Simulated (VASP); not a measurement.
Si3Ge:

```
Si Ge
1.0
    -2.74500    2.74500    5.49000
     2.74500   -2.74500    5.49000
     2.74500    2.74500   -5.49000
Si Ge
6 2
Direct
  0.50000 0.50000 0.00000
  0.62500 0.62500 0.50000
  0.12500 0.12500 0.50000
  0.25000 0.75000 0.50000
  0.87500 0.37500 0.00000
  0.37500 0.87500 0.00000
  0.00000 0.00000 0.00000
  0.75000 0.25000 0.50000
```

```yaml
Program: VASP 6.6.1
Task: relaxation of cell and atoms
Functional: PBE
Potentials_or_basis: VASP PAW PBE potentials, release 64 (Si, Ge_d)
Cutoff: 600 eV
k_mesh: 4 × 4 × 4
Occupations: gaussian, width 0.2 eV
Spin: no spin polarisation
```

At the start: pressure 1.9 GPa; volume 20.68 Å³/atom.

Problem. How do energy, volume and symmetry change on relaxing?

Solution. Over 4 steps the energy falls by 8.6 meV/atom and the volume is 21.18 Å³/atom (+2.4 %); space group I-42d (No. 122, to 0.1 Å) before and after.

Step by step:
```tsv
step	energy change (eV)	largest force (eV/Å)	pressure (GPa)	volume (Å³)
1	0.0000	0.5434	1.93	165.47
2	-0.0533	0.2180	-1.12	171.52
3	-0.0546	0.2605	-0.74	170.65
4	-0.0689	0.0625	-0.15	169.47
```

Final structure:
```
Si Ge
1.0
    -2.76751    2.76751    5.53169
     2.76751   -2.76751    5.53169
     2.76751    2.76751   -5.53169
Si Ge
6 2
Cartesian
  2.7675 2.7675 0.0000
  1.3838 1.3439 4.1488
  1.3838 1.4236 -1.3829
  2.7675 0.0000 2.7658
  -1.3439 1.3838 6.9146
  4.1114 1.3838 1.3829
  0.0000 5.5350 0.0000
  0.0000 2.7675 2.7658
```

Caveat: the relaxation stopped at a loose force limit of 0.08 eV/Å, so its end isn't a converged minimum.
